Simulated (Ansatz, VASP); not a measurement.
Two plane-wave programs on SiPb

INCAR

```
  PREC = Accurate
  ENCUT = 500
  EDIFF = 1E-6
  ISMEAR = 0
  SIGMA = 0.05
  LREAL = False
  LASPH = True
  NELM = 120
  ALGO = Normal
  ISIF = 2
  LWAVE = False
  LCHARG = False
  GGA = PS
  NBANDS = 16
  GGA_COMPAT = False
```

The input KPOINTS:

```
regular mesh
0
Gamma
  6 6 6
```

POSCAR

```
SiPb
1.0
    3.5774607049      0.0000000000      0.0000000000
    0.0000000000      3.5774607049      0.0000000000
    0.0000000000      0.0000000000      3.5774607049
Pb Si
1 1
Direct
    0.0000000000      0.0000000000      0.0000000000
    0.5000000000      0.5000000000      0.5000000000
```

Input for Ansatz:

```yaml
crystal:
  lattice:
    - [3.5774607049, 0.0, 0.0]
    - [0.0, 3.5774607049, 0.0]
    - [0.0, 0.0, 3.5774607049]
  atoms:
    - { symbol: Pb, position: [0.0, 0.0, 0.0] }
    - { symbol: Si, position: [0.5, 0.5, 0.5] }
basis:
  ecutwfc: 420
kpoints:
  mp_grid: { grid: [6, 6, 6] }
hamiltonian:
  xc: pbesol
scf:
  occupations: { method: gaussian, width: 0.05 }
output:
  forces: true
  stress: true
  eigenvalues: true
```

Alike in both runs: task single point; functional PBEsol; k mesh 6 × 6 × 6; occupations gaussian, width 0.05 eV; no spin polarisation.

```csv
,VASP,Ansatz
version,VASP 6.6.1,Ansatz 0.2.0
potentials or method,"VASP PAW PBE potentials, release 64 (Pb_d, Si), cutoff 500 eV","scalar-relativistic, plane waves, PAW"
valence electrons in the cell,18,18
```

```csv
,VASP,Ansatz,Ansatz less VASP
gap on the k mesh at the Fermi level (eV),none,none,-
pressure (GPa),-0.1,0.0,+0.04
```

VASP's potentials were made for PBE, not for PBEsol. A gap of «none» marks a metal or a gap that the smearing closes. With one functional, cell and mesh, what is left measures potentials, basis and numerics.

Neither program's run includes spin-orbit coupling.
